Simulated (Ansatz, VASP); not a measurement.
Ta2AlC2N: VASP beside Ansatz

Contents of INCAR:

```
ALGO = Normal
EDIFF = 1E-7
ENCUT = 520
GGA = PE
ISIF = 2
ISMEAR = 0
LASPH = T
LCHARG = T
LELF = T
LREAL = F
LVHAR = T
LWAVE = F
NBANDS = 28
NELM = 100
PREC = Accurate
SIGMA = 0.1
```

The input KPOINTS:

```
k-points
0
Gamma
  6 6 6
```

The input POSCAR:

```
Ta2AlC2N
1.0
   -1.8329358100      1.8329358100      5.5772498800
    1.8329358100     -1.8329358100      5.5772498800
    1.8329358100      1.8329358100     -5.5772498800
Ta Al C N
2 1 2 1
Direct
    0.7500000000      0.2500000000      0.5000000000
    0.2500000000      0.7500000000      0.5000000000
    0.0000000000      0.0000000000      0.0000000000
    0.3590180000      0.3590180000      0.0000000000
    0.6409820000      0.6409820000      0.0000000000
    0.5000000000      0.5000000000      0.0000000000
```

Input for Ansatz:

```yaml
crystal:
  lattice:
    - [-1.83293581, 1.83293581, 5.57724988]
    - [1.83293581, -1.83293581, 5.57724988]
    - [1.83293581, 1.83293581, -5.57724988]
  atoms:
    - { symbol: Ta, position: [0.75, 0.25, 0.5] }
    - { symbol: Ta, position: [0.25, 0.75, 0.5] }
    - { symbol: Al, position: [0.0, 0.0, 0.0] }
    - { symbol: C, position: [0.359018, 0.359018, 0.0] }
    - { symbol: C, position: [0.640982, 0.640982, 0.0] }
    - { symbol: "N", position: [0.5, 0.5, 0.0] }
basis:
  ecutwfc: 420
kpoints:
  mp_grid: { grid: [6, 6, 6] }
hamiltonian:
  xc: pbe
scf:
  occupations: { method: gaussian, width: 0.1 }
  lower_state_search: "off"
output:
  forces: true
  stress: true
  eigenvalues: true
```

Change from the starting cell: species swapped into the LuNi2B2C type (I4/mmm, No. 139).

Alike in both runs: task single point; functional PBE; k mesh 6 × 6 × 6; occupations gaussian, width 0.1 eV; no spin polarisation.

|  | VASP | Ansatz |
| --- | --- | --- |
| version | VASP 6.6.1 | Ansatz 0.2.0 |
| potentials or method | VASP PAW PBE potentials, release 64 (Ta_pv, Al, C, N), cutoff 520 eV | scalar-relativistic, plane waves, PAW |
| valence electrons in the cell | 38 | 42 |

VASP gave:

```
gap on the k mesh at the Fermi level (eV)                     : none
pressure (GPa)                                                : 10.9
traceless stress, the component that is largest in VASP (GPa) : -21.01
rms of the force components (eV/Å)                            : 0.708
```

Q: Estimate Ansatz's values.

A: gap on the k mesh at the Fermi level (eV): none; pressure (GPa): 10.4; traceless stress, the component that is largest in VASP (GPa): -20.88; rms of the force components (eV/Å): 0.692.

Atom by atom the forces differ by 0.016 eV/Å (rms over components). A gap of «none» marks a metal or a gap that the smearing closes. VASP's potentials hold 38 valence electrons a cell and Ansatz's 42, so a difference there can come from the potentials and not from the codes.

The k mesh is coarse, so the values compare programs but aren't converged. Spin-orbit coupling is off throughout.
